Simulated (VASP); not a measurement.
# TiTe2 (P-3m1) in VASP: further runs, part 2 of 2

VASP 6.6.1. The steps go on from the part before.

### Step 4. Relaxation of cell and atoms, PBE+D3(BJ), target pressure 8 GPa, at which the enthalpy is minimised

This run uses another cell than the first one, of 22.69 Å³/atom.

INCAR

```
PREC = Accurate
ENCUT = 600
EDIFF = 1E-6
ISMEAR = 0
SIGMA = 0.03
LREAL = F
LASPH = T
NELM = 80
ALGO = Normal
ISIF = 3
LWAVE = F
LCHARG = F
GGA = PE
IVDW = 12
IBRION = 2
NSW = 80
EDIFFG = -0.002
PSTRESS = 80.0
```

KPOINTS

```
Automatic mesh
0
Gamma
  12 12 8
```

POSCAR

```
TiTe2
1.0
    3.5767486430      0.0000000000      0.0000000000
   -1.7883743215      3.0975551878      0.0000000000
    0.0000000000      0.0000000000      6.1434237583
Ti Te
1 2
Direct
    0.0000000000      0.0000000000      0.0000000000
    0.3333333333      0.6666666667      0.2830613989
    0.6666666667      0.3333333333      0.7169386011
```

Potentials or basis: VASP PAW PBE potentials, release 64 (Ti_sv, Te).

On the command line:

```sh
$ cat potpaw_PBE.64/Ti_sv/POTCAR potpaw_PBE.64/Te/POTCAR > POTCAR
$ mpirun -np 1 vasp_std > vasp.out
```

OUTCAR:

```text
PREC = Accurate
   ENCUT = 600
   EDIFF = 1E-6
   ISMEAR = 0
   LREAL = F
   LASPH = T
   NELM = 80
   ISIF = 3
   GGA = PE
   IVDW = 12
   IBRION = 2
   NSW = 80
   EDIFFG = -0.002
   PSTRESS = 80.0
 IVDW          = 12

 ion  position               nearest neighbor table
   1  0.000  0.000  0.000-   2 2.70   3 2.70   3 2.70   2 2.70   3 2.70   2 2.70
   2  0.333  0.667  0.283-   1 2.70   1 2.70   1 2.70   3 3.37   3 3.37   3 3.37
   3  0.667  0.333  0.717-   1 2.70   1 2.70   1 2.70   2 3.37   2 3.37   2 3.37

  LATTYP: Found a hexagonal cell.
 ALAT       =     3.5767486430
 C/A-ratio  =     1.7176000808

  Lattice vectors:

 A1 = (   3.5767486430,   0.0000000000,   0.0000000000)
 A2 = (  -1.7883743215,   3.0975551878,   0.0000000000)
 A3 = (   0.0000000000,   0.0000000000,   6.1434237583)

Analysis of symmetry for initial positions (statically):
=====================================================================
 Subroutine PRICEL returns:
 Original cell was already a primitive cell.

 Routine SETGRP: Setting up the symmetry group for a
 hexagonal supercell.

 Subroutine GETGRP returns: Found 12 space group operations
 (whereof 12 operations were pure point group operations)
 out of a pool of 24 trial point group operations.

The static configuration has the point symmetry D_3d.

Analysis of symmetry for dynamics (positions and initial velocities):
=====================================================================
 Subroutine PRICEL returns:
 Original cell was already a primitive cell.

 Routine SETGRP: Setting up the symmetry group for a
 hexagonal supercell.

 Subroutine GETGRP returns: Found 12 space group operations
 (whereof 12 operations were pure point group operations)
 out of a pool of 24 trial point group operations.

The dynamic configuration has the point symmetry D_3d.

 Subroutine INISYM returns: Found 12 space group operations
 (whereof 12 operations are pure point group operations),
 and found     1 'primitive' translations

----------------------------------------------------------------------------------------

[... 110 lines left out ...]
   EFERMI_NEDOS =   21; number of points for ismear=-14 and -15
   IALGO  =     38    algorithm
   IMIX   =      4    mixing-type and parameters
     AMIX     =   0.40;   BMIX     =  1.00
     AMIX_MAG =   1.60;   BMIX_MAG =  1.00
  volume/ion in A,a.u.               =      22.69       153.11
  Fermi-wavevector in a.u.,A,eV,Ry     =   1.156572  2.185604 18.199946  1.337658
  Thomas-Fermi vector in A             =   2.293191
   LORBIT       =      0    0 simple, 1 ext, 2 COOP (PROOUT), +10 PAW based schemes
   GGA     = PE    functional components
   LHFCALC =     F    Hartree Fock is set to
   AEXX    =    0.0000 exact exchange contribution
   IVDW    =    12    specifies the selected vdW correction
   LEPSILON=     F    determine dielectric tensor
   LRPA    =     F    only Hartree local field effects (RPA)
 conjugate gradient relaxation of ions
 non-spin polarized calculation
 Gauss-broadening in eV      SIGMA  =   0.03
  energy-cutoff  :      600.00
  volume of cell :       68.06
 maximum number of plane-waves:      2294
 NGX is ok and might be reduce to    30
   NGX = 15   NGY = 15   NGZ = 25

--------------------------------------- Ionic step        1  -------------------------------------------

 number of electron      24.0000002 magnetization

 Free energy of the ion-electron system (eV)
  ---------------------------------------------------
  ext. energy  EPLUGINS =         0.00000000
  ---------------------------------------------------
  free energy    TOTEN  =       -15.85222978 eV

  energy without entropy =      -15.85177889  energy(sigma->0) =      -15.85200434

------------------------ aborting loop because EDIFF is reached ----------------------------------------

 Edisp (eV)   -1.74136

 E8    (eV) :    -0.8053
[... 116 lines left out ...]
  energy  without entropy=      -17.5343196056  energy(sigma->0) =      -17.53454451

  enthalpy is  TOTEN    =       -14.2039466145 eV   P V=        3.3308228095

[... ionic steps 4 to 8 ...]

--------------------------------------- Ionic step        9  -------------------------------------------

 number of electron      24.0000002 magnetization

------------------------ aborting loop because EDIFF is reached ----------------------------------------
[... 81 lines left out ...]
--------------------------------------- Ionic step       11  -------------------------------------------

 number of electron      24.0000002 magnetization

 Free energy of the ion-electron system (eV)
  ---------------------------------------------------
  ext. energy  EPLUGINS =         0.00000000
  ---------------------------------------------------
  free energy    TOTEN  =       -15.72909099 eV

  energy without entropy =      -15.72871655  energy(sigma->0) =      -15.72890377

 E-fermi :   9.4110     XC(G=0): -10.8279

 val. band max:        9.4108733390   @ k =   0.0000   0.1667   0.1250
 cond. band min:       9.4200782839   @ k =   0.3333  -0.0000   0.5000
 fundamental gap:      0.0092049448
 Fermi energy:         9.4109549223

 k-point     1 :       0.0000    0.0000    0.0000
  band No.  band energies     occupation
      1     -47.6900      2.00000
      2     -23.9705      2.00000
      3     -23.9692      2.00000
      4     -23.9692      2.00000
      5      -4.3432      2.00000
      6      -1.9846      2.00000
[... 433 lines left out ...]
      3     -23.9742      2.00000
      4     -23.9650      2.00000
      5      -3.9037      2.00000
      6      -1.8849      2.00000
[... 8 lines left out ...]
     15      11.1921      0.00000
     16      12.4917      0.00000

 [... further k-points ...]

------------------------ aborting loop because EDIFF is reached ----------------------------------------

 Edisp (eV)   -1.78805

 E8    (eV) :    -0.8266
[... 30 lines left out ...]
  energy  without entropy=      -17.5167680476  energy(sigma->0) =      -17.51695527

  enthalpy is  TOTEN    =       -14.2067368882 eV   P V=        3.3104056053

 reached required accuracy - stopping structural energy minimisation
```

CONTCAR:

```text
TiTe2
   1.00000000000000
     3.5435202866563746    0.0000000000000000    0.0000000000000000
    -1.7717601433281873    3.0687785870855340    0.0000000000000000
     0.0000000000000000    0.0000000000000000    6.0967912525574972
  Ti              Te
     1     2
Direct
     0.0000000000000000    0.0000000000000000    0.0000000000000000
     0.3333333332999970    0.6666666667000030    0.2856045944554699
     0.6666666667000030    0.3333333332999970    0.7143954055445302

  0.00000000E+00  0.00000000E+00  0.00000000E+00
  0.00000000E+00  0.00000000E+00  0.00000000E+00
  0.00000000E+00  0.00000000E+00  0.00000000E+00
```

Wall time 23 min (1 thread of Intel Xeon 8259CL, shared host); peak memory 0.37 GiB.

Results:

```yaml
Free_energy: -17.5171 eV
Relaxed_volume: 22.10 Å³/atom
Relaxed_cell: a = 3.544 Å, b = 3.544 Å, c = 6.097 Å, α = 90.00°, β = 90.00°, γ = 120.00°
Space_group_after_relaxing_to_0.1_Å: P-3m1 (No. 164)
Energy_change_on_relaxing_the_run_minimises_the_enthalpy: +25.5 meV/atom
Ionic_steps: 11
Pressure_after_relaxing: 8.0 GPa
Band_gap_on_the_k_mesh: zero (bands 12 and 13 overlap by 0.94 eV)
Dispersion_energy_per_atom: -0.596 eV
```

The path:
```
step  energy change (eV)  largest force (eV/Å)  pressure (GPa)  volume (Å³)
   1              0.0000                0.0123            5.89        68.06
   2              0.1481                0.3800           10.60        65.16
   3              0.0588                0.1774            8.01        66.71
   4              0.0669                0.0847            7.99        66.50
   5              0.0744                0.0095            7.98        66.34
   6              0.0747                0.0059            7.97        66.33
   7              0.0772                0.0050            8.05        66.28
   8              0.0780                0.0049            8.07        66.27
   9              0.0737                0.0117            7.92        66.35
  10              0.0759                0.0028            7.97        66.31
  11              0.0764                0.0008            8.00        66.30
```

Final structure:
```
CELL_PARAMETERS angstrom
3.54352 0.00000 0.00000
-1.77176 3.06878 0.00000
0.00000 0.00000 6.09679
ATOMIC_POSITIONS crystal
Ti 0.00000 0.00000 0.00000
Te 0.33333 0.66667 0.28560
Te 0.66667 0.33333 0.71440
```

Caveat: the cell is relaxed towards a set pressure, so the run minimises the enthalpy, not the energy; spin-orbit coupling is left out, which moves the levels of the heavy elements.

### Step 5. The runs side by side

```csv
task,cell,cutoff (eV),gap on the mesh (eV),pressure (GPa),largest force (eV/Å)
single point,"a = 3.651, b = 3.651, c = 6.275 Å, angles 90.0, 90.0, 120.0°, 3 atoms, atomic positions A",520,none,1.9,0.01
single point,"a = 3.696, b = 3.696, c = 6.388 Å, angles 90.0, 90.0, 120.0°, 3 atoms, atomic positions B",520,none,0.0,0.01
relaxation of cell and atoms,"relaxed to 8 GPa from a = 3.577, b = 3.577, c = 6.143 Å, angles 90.0, 90.0, 120.0°, 3 atoms, atomic positions C",600,none,8.0,-
```

Alike in all rows: level PBE+D3(BJ); potentials or basis VASP PAW PBE potentials, release 64 (Ti_sv, Te); no spin polarisation; k mesh 12 × 12 × 8; smearing gaussian 0.03 eV.

Caveats: spin-orbit coupling is left out, which moves the levels of the heavy elements; the cell is relaxed towards a set pressure, so the run minimises the enthalpy, not the energy (at least some runs).

Total energies depend on the potentials used, so only differences within one code and one set of settings carry meaning.
